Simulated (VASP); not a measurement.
# Cu (I4/mmm) in VASP: single point with PBEsol

Aim: the single point of Cu with PBEsol.

All numbers are computed with VASP 6.6.1; they aren't measurements. Logs are shortened: lines on timing, memory, paths and dates and some standing lists are left out, and cuts for length are marked.

## 1. The cell of the first run

It takes space group I4/mmm (No. 139, tetragonal). Conventional cell: a = 3.116 Å, b = 3.116 Å, c = 2.642 Å, α = 90.00°, β = 90.00°, γ = 90.00°. Within 3.4 Å of Cu (site symmetry 4/mmm) lie 14 Cu at 2.57 to 3.12 Å.

## 2. Single point, PBEsol (strain +0.080 along x and y, -0.040 along z)

Contents of INCAR:

```
PREC = Accurate
ENCUT = 520
EDIFF = 1E-6
ISMEAR = 0
SIGMA = 0.15
LREAL = F
LASPH = T
NELM = 80
ALGO = Fast
ISIF = 2
LWAVE = F
LCHARG = F
GGA = PS
NBANDS = 12
```

Contents of KPOINTS:

```
regular mesh
0
Gamma
  24 24 24
```

Contents of POSCAR:

```
Cu
1.0
   -1.5582167856      1.5582167856      1.3210381920
    1.5582167856     -1.5582167856      1.3210381920
    1.5582167856      1.5582167856     -1.3210381920
Cu
1
Direct
    0.0000000000      0.0000000000      0.0000000000
```

Potentials or basis: VASP PAW PBE potentials, release 64 (Cu).

Run with:

```
$ cat potpaw_PBE.64/Cu/POTCAR > POTCAR
$ mpirun -np 1 vasp_std > vasp.out
```

OUTCAR:

```text
PREC = Accurate
   ENCUT = 520
   EDIFF = 1E-6
   ISMEAR = 0
   LREAL = F
   LASPH = T
   NELM = 80
   ISIF = 2
   GGA = PS

 ion  position               nearest neighbor table
   1  0.000  0.000  0.000-

  LATTYP: Found a body centered tetragonal cell.
 ALAT       =     3.1164335712
 C/A-ratio  =     0.8477884491

  Lattice vectors:

 A1 = (  -1.5582167856,   1.5582167856,   1.3210381920)
 A2 = (   1.5582167856,  -1.5582167856,   1.3210381920)
 A3 = (   1.5582167856,   1.5582167856,  -1.3210381920)

Analysis of symmetry for initial positions (statically):
=====================================================================
 Subroutine PRICEL returns:
 Original cell was already a primitive cell.

 Routine SETGRP: Setting up the symmetry group for a
 body centered tetragonal supercell.

 Subroutine GETGRP returns: Found 16 space group operations
 (whereof 16 operations were pure point group operations)
 out of a pool of 16 trial point group operations.

The static configuration has the point symmetry D_4h.

Analysis of symmetry for dynamics (positions and initial velocities):
=====================================================================
 Subroutine PRICEL returns:
 Original cell was already a primitive cell.

 Routine SETGRP: Setting up the symmetry group for a
 body centered tetragonal supercell.

 Subroutine GETGRP returns: Found 16 space group operations
 (whereof 16 operations were pure point group operations)
 out of a pool of 16 trial point group operations.

The dynamic configuration has the point symmetry D_4h.

 Subroutine INISYM returns: Found 16 space group operations
 (whereof 16 operations are pure point group operations),
 and found     1 'primitive' translations

----------------------------------------------------------------------------------------

                                     Primitive cell

  volume of cell :      12.8301

  direct lattice vectors                    reciprocal lattice vectors
    -1.558216786  1.558216786  1.321038192     0.000000000  0.320879614  0.378490193
     1.558216786 -1.558216786  1.321038192     0.320879614  0.000000000  0.378490193
     1.558216786  1.558216786 -1.321038192     0.320879614  0.320879614  0.000000000

  length of vectors
     2.569284143  2.569284143  2.569284143     0.496204144  0.496204144  0.453792301

  position of ions in fractional coordinates (direct lattice)
     0.000000000  0.000000000  0.000000000

  ion indices of the primitive-cell ions
   primitive index   ion index
                 1           1

----------------------------------------------------------------------------------------

 KPOINTS: regular mesh

Automatic generation of k-mesh.
 Grid dimensions read from file:
 generate k-points for:   24   24   24

 Generating k-lattice:

  Cartesian coordinates                     Fractional coordinates (reciprocal lattice)
     0.000000000  0.013369984  0.015770425     0.041666667 -0.000000000  0.000000000
     0.013369984  0.000000000  0.015770425    -0.000000000  0.041666667  0.000000000
     0.013369984  0.013369984  0.000000000     0.000000000  0.000000000  0.041666667

  Length of vectors
     0.020675173  0.020675173  0.018908013

  Shift w.r.t. Gamma in fractional coordinates (k-lattice)
     0.000000000  0.000000000  0.000000000

 Subroutine IBZKPT returns following result:
 ===========================================

 Found   1063 irreducible k-points:

 Following reciprocal coordinates:
            Coordinates               Weight
  0.000000  0.000000  0.000000      1.000000
  0.041667  0.000000  0.000000      8.000000
  0.083333  0.000000 -0.000000      8.000000
  0.125000  0.000000  0.000000      8.000000
  0.166667  0.000000  0.000000      8.000000
  0.208333  0.000000 -0.000000      8.000000
[... 16 lines left out ...]
  0.416667  0.041667  0.000000     16.000000
  0.458333  0.041667  0.000000     16.000000
 [... further k-points ...]
   k-points           NKPTS =   1063   k-points in BZ     NKDIM =   1063   number of bands    NBANDS=     12
   number of dos      NEDOS =    301   number of ions     NIONS =      1
   total plane-waves  NPLWV =   8000
   dimension x,y,z NGX =    20 NGY =   20 NGZ =   20
   dimension x,y,z NGXF=    40 NGYF=   40 NGZF=   40
   ions per type =               1
   NGX,Y,Z   is equivalent  to a cutoff of  12.94, 12.94, 12.94 a.u.
   NGXF,Y,Z  is equivalent  to a cutoff of  25.88, 25.88, 25.88 a.u.
 SYSTEM =  unknown system
   PREC   = accura    normal or accurate (medium, high low for compatibility)
   ISTART =      0    job   : 0-new  1-cont  2-samecut
   ICHARG =      2    charge: 1-file 2-atom 10-const
   ISPIN  =      1    spin polarized calculation?
   LNONCOLLINEAR =      F non collinear calculations
   LSORBIT =      F    spin-orbit coupling
   LASPH  =      T    aspherical Exc in radial PAW
   ENCUT  =  520.0 eV  38.22 Ry    6.18 a.u.   4.78  4.78  4.78*2*pi/ulx,y,z
   NELM   =     80;   NELMIN=  2; NELMDL= -5     # of ELM steps
   EDIFF  = 0.1E-05   stopping-criterion for ELM
   LREAL  =      F    real-space projection
   EDIFFG = 0.1E-04   stopping-criterion for IOM
   NSW    =      0    number of steps for IOM
   IBRION =     -1    ionic relax: 0-MD 1-quasi-New 2-CG
   NFREE  =      0    steps in history (QN), initial steepest desc. (CG)
   ISIF   =      2    stress and relaxation
   ISYM   =      2    0-nonsym 1-usesym 2-fastsym
   POTIM  = 0.5000    time-step for ionic-motion
   TEBEG  =    0.0;   TEEND  =   0.0 temperature during run
   PSTRESS=    0.0 pullay stress
   NELECT =      11.0000    total number of electrons
   NUPDOWN=      -1.0000    fix difference up-down
   EMIN   =  10.00;   EMAX   =-10.00  energy-range for DOS
   EFERMI =   0.00;   METHOD = LEGACY
   ISMEAR =     0;   SIGMA  =   0.15  broadening in eV -4-tet -1-fermi 0-gaus
   EFERMI_NEDOS =   21; number of points for ismear=-14 and -15
   IALGO  =     68    algorithm
   IMIX   =      4    mixing-type and parameters
     AMIX     =   0.40;   BMIX     =  1.00
     AMIX_MAG =   1.60;   BMIX_MAG =  1.00
  volume/ion in A,a.u.               =      12.83        86.58
  Fermi-wavevector in a.u.,A,eV,Ry     =   1.555233  2.938963 32.909071  2.418748
  Thomas-Fermi vector in A             =   2.659203
   LORBIT       =      0    0 simple, 1 ext, 2 COOP (PROOUT), +10 PAW based schemes
   GGA     = PS    functional components
   LHFCALC =     F    Hartree Fock is set to
   AEXX    =    0.0000 exact exchange contribution
   IVDW    =     0    specifies the selected vdW correction
   LEPSILON=     F    determine dielectric tensor
   LRPA    =     F    only Hartree local field effects (RPA)
 non-spin polarized calculation
 RMM-DIIS sequential band-by-band and
 Gauss-broadening in eV      SIGMA  =   0.15
  energy-cutoff  :      520.00
  volume of cell :       12.83
 maximum number of plane-waves:       355
   NGX =  9   NGY =  9   NGZ =  9

 number of electron      10.9999997 magnetization

 Free energy of the ion-electron system (eV)
  ---------------------------------------------------
  ext. energy  EPLUGINS =         0.00000000
  ---------------------------------------------------
  free energy    TOTEN  =        -4.19941393 eV

  energy without entropy =       -4.19529243  energy(sigma->0) =       -4.19735318

 E-fermi :   6.4248     XC(G=0): -12.4276

 val. band max:        6.4167933035   @ k =   0.5000   0.2083   0.0417
 cond. band min:       6.4256675980   @ k =  -0.0417  -0.4583   0.0417
 fundamental gap:      0.0088742945
 Fermi energy:         6.4248324403

 k-point     1 :       0.0000    0.0000    0.0000
  band No.  band energies     occupation
      1      -2.3491      2.00000
      2       3.2230      2.00000
      3       3.8423      2.00000
      4       3.8423      2.00000
      5       4.0215      2.00000
      6       4.6934      2.00000
      7      27.9985      0.00000
      8      27.9985      0.00000
      9      31.3632      0.00000
     10      32.3327      0.00000
     11      33.5589      0.00000
     12      33.8807      0.00000

 k-point     2 :       0.0417    0.0000    0.0000
  band No.  band energies     occupation
      1      -2.2812      2.00000
      2       3.2331      2.00000
      3       3.8363      2.00000
      4       3.8405      2.00000
      5       4.0300      2.00000
      6       4.6832      2.00000
      7      27.7255      0.00000
      8      27.7836      0.00000
      9      31.6517      0.00000
     10      32.2630      0.00000
     11      32.4430      0.00000
     12      33.4422      0.00000

 k-point     3 :       0.0833    0.0000   -0.0000
  band No.  band energies     occupation
      1      -2.0789      2.00000
      2       3.2563      2.00000
      3       3.8134      2.00000
      4       3.8426      2.00000
      5       4.0606      2.00000
      6       4.6548      2.00000
      7      27.1128      0.00000
      8      27.2295      0.00000
      9      30.0134      0.00000
     10      31.6288      0.00000
     11      32.2994      0.00000
     12      33.2758      0.00000
[... 286 lines left out ...]
 k-point    23 :       0.4167    0.0417    0.0000
  band No.  band energies     occupation
      1       1.8787      2.00000
      2       2.7846      2.00000
      3       4.3572      2.00000
      4       4.7884      2.00000
      5       4.9379      2.00000
      6       5.9600      1.99999
      7      12.1154      0.00000
      8      21.5750      0.00000
      9      21.9670      0.00000
     10      26.1649      0.00000
     11      28.5061      0.00000
     12      35.9135      0.00000

 k-point    24 :       0.4583    0.0417    0.0000
  band No.  band energies     occupation
      1       1.9160      2.00000
      2       2.7610      2.00000
      3       4.3678      2.00000
      4       4.8347      2.00000
      5       4.9979      2.00000
      6       6.5841      0.13321
      7      11.1741      0.00000
      8      21.2604      0.00000
      9      21.8805      0.00000
     10      26.1212      0.00000
     11      28.5311      0.00000
     12      36.4215      0.00000

 [... further k-points ...]

------------------------ aborting loop because EDIFF is reached ----------------------------------------

  FORCE on cell =-STRESS in cart. coord.  units (eV):
  Direction    XX          YY          ZZ          XY          YZ          ZX
  --------------------------------------------------------------------------------------
  -------------------------------------------------------------------------------------
  Total       -1.1356264     -1.1356264     -0.9476695      0.0000000     -0.0000000      0.0000000
  in kB     -141.8126438   -141.8126438   -118.3413062      0.0000000     -0.0000000      0.0000000
  external PRESSURE =    -133.9888646 kB  Pullay stress =       0.0000000 kB

 VOLUME and BASIS-vectors are now :
 -----------------------------------------------------------------------------
  energy-cutoff  :      520.00
  volume of cell :       12.83
      direct lattice vectors                 reciprocal lattice vectors
    -1.558216786  1.558216786  1.321038192     0.000000000  0.320879614  0.378490193
     1.558216786 -1.558216786  1.321038192     0.320879614  0.000000000  0.378490193
     1.558216786  1.558216786 -1.321038192     0.320879614  0.320879614  0.000000000

 POSITION                                       TOTAL-FORCE (eV/Angst)
 -----------------------------------------------------------------------------------
      0.00000      0.00000      0.00000        -0.000000      0.000000     -0.000000
 -----------------------------------------------------------------------------------
    total drift:                                0.000000      0.000000      0.000000

  FREE ENERGIE OF THE ION-ELECTRON SYSTEM (eV)
  ---------------------------------------------------
  free  energy   TOTEN  =        -4.1994139257 eV

  energy  without entropy=       -4.1952924292  energy(sigma->0) =       -4.19735318
```

It took 89 s on 1 thread of Intel Xeon Platinum 8488C (Sapphire Rapids), shared host; peak memory 0.26 GiB.

Results:

* Free energy: -4.1994 eV
* Pressure: -13.4 GPa

Caveat: the cell differs from its parent crystal (strain +0.080 along x and y, -0.040 along z); the PAW data sets were made with another functional, which shifts forces and pressure a little.
